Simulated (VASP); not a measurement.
# Al3Cu (Pm-3m) in VASP: further runs

The runs below take Al3Cu through single point, with r2SCAN.

Everything below comes from runs of VASP 6.6.1. Logs are shortened: lines on timing, memory, paths and dates and some standing lists are left out, and cuts for length are marked.

### 1 The cell of the first run

It takes space group Pm-3m (No. 221, cubic). The conventional cell has a = 3.924 Å, b = 3.924 Å, c = 3.924 Å, α = 90.00°, β = 90.00°, γ = 90.00°. Within 3.7 Å of Al (site symmetry 4/mmm) lie 8 Al at 2.77 Å and 4 Cu at 2.77 Å. Cu (site symmetry m-3m) has 12 Al at 2.77 Å within 3.7 Å.

### 2 Single point, r2SCAN

POSCAR

```
Al3Cu
1.0
    3.9241510000      0.0000000000      0.0000000000
    0.0000000000      3.9241510000      0.0000000000
    0.0000000000      0.0000000000      3.9241510000
Al Cu
3 1
Direct
    0.0000000000      0.5000000000      0.5000000000
    0.5000000000      0.0000000000      0.5000000000
    0.5000000000      0.5000000000      0.0000000000
    0.0000000000      0.0000000000      0.0000000000
```

INCAR.step1

```
  PREC = Accurate
  ENCUT = 520
  ISMEAR = 0
  SIGMA = 0.1
  LREAL = False
  LASPH = True
  NELM = 80
  NBANDS = 18
  GGA = PE
  ALGO = Normal
  EDIFF = 1E-4
  LWAVE = True
  LCHARG = False
```

INCAR.step2

```
  PREC = Accurate
  ENCUT = 520
  EDIFF = 1E-6
  ISMEAR = 0
  SIGMA = 0.1
  LREAL = False
  LASPH = True
  NELM = 80
  ALGO = Normal
  ISIF = 2
  LWAVE = False
  LCHARG = False
  METAGGA = R2SCAN
  LMIXTAU = True
  NBANDS = 18
  ISTART = 1
```

KPOINTS

```
regular mesh
0
Gamma
  14 14 14
```

Potentials or basis: VASP PAW PBE potentials, release 64 (Al, Cu).

On the command line:

```console
$ cat potpaw_PBE.64/Al/POTCAR potpaw_PBE.64/Cu/POTCAR > POTCAR
$ cp INCAR.step1 INCAR
$ mpirun -np 1 vasp_std > vasp.out
$ cp INCAR.step2 INCAR
$ mpirun -np 1 vasp_std > vasp.out
```

OUTCAR:

```text
PREC = Accurate
   ENCUT = 520
   EDIFF = 1E-6
   ISMEAR = 0
   LREAL = False
   LASPH = True
   NELM = 80
   ISIF = 2
   METAGGA = R2SCAN
   ISTART = 1

 ion  position               nearest neighbor table
   1  0.000  0.500  0.500-   2 2.77   3 2.77   4 2.77   3 2.77   4 2.77   2 2.77   4 2.77   4 2.77
                             2 2.77   3 2.77   3 2.77   2 2.77
   2  0.500  0.000  0.500-   1 2.77   3 2.77   4 2.77   3 2.77   4 2.77   1 2.77   3 2.77   3 2.77
                             1 2.77   4 2.77   4 2.77   1 2.77
   3  0.500  0.500  0.000-   1 2.77   2 2.77   4 2.77   1 2.77   2 2.77   2 2.77   4 2.77   2 2.77
                             1 2.77   4 2.77   1 2.77   4 2.77
   4  0.000  0.000  0.000-   1 2.77   2 2.77   3 2.77   1 2.77   2 2.77   1 2.77   3 2.77   1 2.77
                             2 2.77   3 2.77   2 2.77   3 2.77

  LATTYP: Found a simple cubic cell.
 ALAT       =     3.9241510000

  Lattice vectors:

 A1 = (   3.9241510000,   0.0000000000,   0.0000000000)
 A2 = (   0.0000000000,   3.9241510000,   0.0000000000)
 A3 = (   0.0000000000,   0.0000000000,   3.9241510000)

Analysis of symmetry for initial positions (statically):
=====================================================================
 Subroutine PRICEL returns:
 Original cell was already a primitive cell.

 Routine SETGRP: Setting up the symmetry group for a
 simple cubic supercell.

 Subroutine GETGRP returns: Found 48 space group operations
 (whereof 48 operations were pure point group operations)
 out of a pool of 48 trial point group operations.

The static configuration has the point symmetry O_h .

Analysis of symmetry for dynamics (positions and initial velocities):
=====================================================================
 Subroutine PRICEL returns:
 Original cell was already a primitive cell.

 Routine SETGRP: Setting up the symmetry group for a
 simple cubic supercell.

 Subroutine GETGRP returns: Found 48 space group operations
 (whereof 48 operations were pure point group operations)
 out of a pool of 48 trial point group operations.

The dynamic configuration has the point symmetry O_h .

 Subroutine INISYM returns: Found 48 space group operations
 (whereof 48 operations are pure point group operations),
 and found     1 'primitive' translations

----------------------------------------------------------------------------------------

                                     Primitive cell

  volume of cell :      60.4278

  direct lattice vectors                    reciprocal lattice vectors
[... 89 lines left out ...]
   ENCUT  =  520.0 eV  38.22 Ry    6.18 a.u.   7.30  7.30  7.30*2*pi/ulx,y,z
   NELM   =     80;   NELMIN=  2; NELMDL=  0     # of ELM steps
   EDIFF  = 0.1E-05   stopping-criterion for ELM
   LREAL  =      F    real-space projection
   EDIFFG = 0.1E-04   stopping-criterion for IOM
   NSW    =      0    number of steps for IOM
   IBRION =     -1    ionic relax: 0-MD 1-quasi-New 2-CG
   NFREE  =      0    steps in history (QN), initial steepest desc. (CG)
   ISIF   =      2    stress and relaxation
   ISYM   =      2    0-nonsym 1-usesym 2-fastsym
   POTIM  = 0.5000    time-step for ionic-motion
   TEBEG  =    0.0;   TEEND  =   0.0 temperature during run
   PSTRESS=    0.0 pullay stress
   NELECT =      20.0000    total number of electrons
   NUPDOWN=      -1.0000    fix difference up-down
   EMIN   =  10.00;   EMAX   =-10.00  energy-range for DOS
   EFERMI =   0.00;   METHOD = LEGACY
   ISMEAR =     0;   SIGMA  =   0.10  broadening in eV -4-tet -1-fermi 0-gaus
   EFERMI_NEDOS =   21; number of points for ismear=-14 and -15
   IALGO  =     38    algorithm
   IMIX   =      4    mixing-type and parameters
     AMIX     =   0.40;   BMIX     =  1.00
     AMIX_MAG =   1.60;   BMIX_MAG =  1.00
  volume/ion in A,a.u.               =      15.11       101.95
  Fermi-wavevector in a.u.,A,eV,Ry     =   1.132415  2.139955 17.447632  1.282365
  Thomas-Fermi vector in A             =   2.269116
   LORBIT       =      0    0 simple, 1 ext, 2 COOP (PROOUT), +10 PAW based schemes
   METAGGA = R2SCAN    functional components
   LHFCALC =     F    Hartree Fock is set to
   AEXX    =    0.0000 exact exchange contribution
   IVDW    =     0    specifies the selected vdW correction
   LEPSILON=     F    determine dielectric tensor
   LRPA    =     F    only Hartree local field effects (RPA)
 non-spin polarized calculation
 Gauss-broadening in eV      SIGMA  =   0.10
  energy-cutoff  :      520.00
  volume of cell :       60.43
 maximum number of plane-waves:      1647
 NGX is ok and might be reduce to    30
   NGX = 15   NGY = 15   NGZ = 15

 number of electron      20.0000021 magnetization

 Free energy of the ion-electron system (eV)
  ---------------------------------------------------
  ext. energy  EPLUGINS =         0.00000000
  ---------------------------------------------------
  free energy    TOTEN  =       -31.14988575 eV

  energy without entropy =      -31.14337884  energy(sigma->0) =      -31.14663230

 E-fermi :   8.1922     XC(G=0): -11.5387

 val. band max:        8.1815311045   @ k =   0.5000   0.1429   0.0714
 cond. band min:       8.2044892357   @ k =   0.3571   0.1429   0.0000
 fundamental gap:      0.0229581312
 Fermi energy:         8.1922009672

 k-point     1 :       0.0000    0.0000    0.0000
  band No.  band energies     occupation
      1      -3.5708      2.00000
      2       3.7737      2.00000
      3       3.7737      2.00000
      4       4.5130      2.00000
      5       4.5130      2.00000
      6       4.5130      2.00000
[... 481 lines left out ...]
      5       4.2019      2.00000
      6       4.4176      2.00000
[... 10 lines left out ...]
     17      15.3390      0.00000
     18      16.0148      0.00000

 [... further k-points ...]
[... 5 lines left out ...]
  --------------------------------------------------------------------------------------
  -------------------------------------------------------------------------------------
  Total       -1.0652057     -1.0652057     -1.0652057      0.0000000     -0.0000000      0.0000000
  in kB      -28.2427479    -28.2427479    -28.2427479      0.0000000     -0.0000000      0.0000000
  external PRESSURE =     -28.2427479 kB  Pullay stress =       0.0000000 kB

 VOLUME and BASIS-vectors are now :
 -----------------------------------------------------------------------------
  energy-cutoff  :      520.00
  volume of cell :       60.43
      direct lattice vectors                 reciprocal lattice vectors
     3.924151000  0.000000000  0.000000000     0.254832192  0.000000000  0.000000000
     0.000000000  3.924151000  0.000000000     0.000000000  0.254832192  0.000000000
     0.000000000  0.000000000  3.924151000     0.000000000  0.000000000  0.254832192

 POSITION                                       TOTAL-FORCE (eV/Angst)
 -----------------------------------------------------------------------------------
      0.00000      1.96208      1.96208         0.000000      0.000000      0.000000
      1.96208      0.00000      1.96208         0.000000      0.000000      0.000000
      1.96208      1.96208      0.00000         0.000000      0.000000      0.000000
      0.00000      0.00000      0.00000         0.000000      0.000000      0.000000
 -----------------------------------------------------------------------------------
    total drift:                                0.000000     -0.000000     -0.000000

  FREE ENERGIE OF THE ION-ELECTRON SYSTEM (eV)
  ---------------------------------------------------
  free  energy   TOTEN  =       -31.1498857550 eV

  energy  without entropy=      -31.1433788416  energy(sigma->0) =      -31.14663230
```

OUTCAR.step1:

```text
PREC = Accurate
   ENCUT = 520
   ISMEAR = 0
   LREAL = False
   LASPH = True
[... 736 lines left out ...]
      0.00000      1.96208      1.96208         0.000000      0.000000      0.000000
      1.96208      0.00000      1.96208         0.000000      0.000000      0.000000
      1.96208      1.96208      0.00000         0.000000      0.000000      0.000000
      0.00000      0.00000      0.00000         0.000000      0.000000      0.000000
 -----------------------------------------------------------------------------------
    total drift:                                0.000000     -0.000000      0.000000

  FREE ENERGIE OF THE ION-ELECTRON SYSTEM (eV)
  ---------------------------------------------------
  free  energy   TOTEN  =       -15.1255868008 eV

  energy  without entropy=      -15.1194315203  energy(sigma->0) =      -15.12250916
```

Run time: 5.1 min. Hardware: 1 thread of Intel Xeon 6975P-C, shared host; peak memory 0.26 GiB.

What came out:

```yaml
Free_energy: -31.1499 eV
Pressure: -2.8 GPa
Band_gap_on_the_k_mesh: zero (band 10 reaches 10.17 eV, above the bottom of band 11 at 6.26 eV)
```

Levels at points of the mesh, in eV from the Fermi level:
| k point | band 8 | band 9 | band 10 | band 11 | band 12 | band 13 |
| --- | --- | --- | --- | --- | --- | --- |
| (0.00, 0.00, 0.00) | -2.57 | -2.57 | -0.59 | 0.57 | 0.57 | 6.82 |
| (0.50, 0.00, 0.00) | 0.24 | 0.24 | 0.30 | 0.30 | 0.69 | 2.31 |
| (0.50, 0.50, 0.00) | -3.39 | -3.16 | 1.38 | 3.07 | 3.07 | 3.47 |
| (0.50, 0.50, 0.50) | -3.46 | -3.46 | -2.47 | -1.93 | -1.93 | -1.93 |

Caveat: the PAW data sets were made with another functional, which shifts forces and pressure a little.

### 3 Single point, r2SCAN

POSCAR is that of step 2.

INCAR.step1

```
SYSTEM = Al3Cu
ALGO = Normal
EDIFF = 1E-4
ENCUT = 520
GGA = PE
ISMEAR = 0
LASPH = .True.
LCHARG = .False.
LREAL = .False.
LWAVE = .True.
NBANDS = 18
NELM = 100
PREC = Accurate
SIGMA = 0.1
```

INCAR.step2

```
SYSTEM = Al3Cu
ALGO = Normal
EDIFF = 1E-6
ENCUT = 520
ISIF = 2
ISMEAR = 0
ISTART = 1
LASPH = .True.
LCHARG = .False.
LMIXTAU = .True.
LREAL = .False.
LWAVE = .False.
METAGGA = R2SCAN
NBANDS = 18
NELM = 100
PREC = Accurate
SIGMA = 0.1
```

KPOINTS

```
k-points
0
Gamma
  16 16 16
  0 0 0
```

Potentials or basis: VASP PAW PBE potentials, release 64 (Al, Cu).

On the command line:

```console
$ cat potpaw_PBE.64/Al/POTCAR potpaw_PBE.64/Cu/POTCAR > POTCAR
$ cp INCAR.step1 INCAR
$ mpirun -np 1 vasp_std > vasp.out
$ cp INCAR.step2 INCAR
$ mpirun -np 1 vasp_std > vasp.out
```

It took 7.1 min on 1 thread of Intel Xeon 6975P-C, shared host; peak memory 0.3 GiB.

It converged, with:

```
Free energy            : -31.1492 eV
Pressure               : -2.8 GPa
Band gap on the k mesh : zero (band 10 reaches 10.10 eV, above the bottom of band 11 at 6.26 eV)
```

Levels at points of the mesh, in eV from the Fermi level:
| k point | band 8 | band 9 | band 10 | band 11 | band 12 | band 13 |
| --- | --- | --- | --- | --- | --- | --- |
| (0.00, 0.00, 0.00) | -2.58 | -2.58 | -0.60 | 0.57 | 0.57 | 6.82 |
| (0.50, 0.00, 0.00) | 0.23 | 0.23 | 0.29 | 0.29 | 0.69 | 2.30 |
| (0.50, 0.50, 0.00) | -3.39 | -3.17 | 1.38 | 3.06 | 3.06 | 3.46 |
| (0.50, 0.50, 0.50) | -3.47 | -3.47 | -2.48 | -1.94 | -1.94 | -1.94 |

Caveat: the PAW data sets were made with another functional, which shifts forces and pressure a little.
